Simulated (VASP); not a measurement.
Here is a VASP 6.6.1 calculation.

Contents of INCAR:

```
ALGO = Normal
EDIFF = 1E-6
ENCUT = 520
GGA = PE
ISIF = 2
ISMEAR = 0
LASPH = True
LCHARG = True
LELF = True
LREAL = False
LVHAR = True
LWAVE = False
NBANDS = 22
NELM = 80
PREC = Accurate
SIGMA = 0.1
```

File KPOINTS:

```
k-points
0
Gamma
  4 4 4
```

Contents of POSCAR:

```
BaZnH4
1.0
    4.2197820100      0.0000000000      0.0000000000
    0.0000000000      4.2197820100      0.0000000000
    0.0000000000      0.0000000000      6.6352969700
Ba Zn H
1 1 4
Direct
    0.5000000000      0.5000000000      0.5000000000
    0.0000000000      0.0000000000      0.0000000000
    0.0000000000      0.0000000000      0.6788081900
    0.5000000000      0.0000000000      0.0000000000
    0.0000000000      0.5000000000      0.0000000000
    0.0000000000      0.0000000000      0.3211918100
```

Potentials or basis: VASP PAW PBE potentials, release 64 (Ba_sv, Zn, H).

The run is started by

```bash
$ cat potpaw_PBE.64/Ba_sv/POTCAR potpaw_PBE.64/Zn/POTCAR potpaw_PBE.64/H/POTCAR > POTCAR
$ mpirun -np 1 vasp_std > vasp.out
```

(1) What does it give for the pressure?

(2) Estimate the band gap on the k mesh.

(3) Predict the largest force.

Results:

(1) -8.8 GPa.

(2) zero (bands 13 and 14 overlap by 0.46 eV).

(3) 0.354 eV/Å.

Caveat: the k points lie up to 0.37 Å⁻¹ apart; spin-orbit coupling is left out, which moves the levels of the heavy elements.
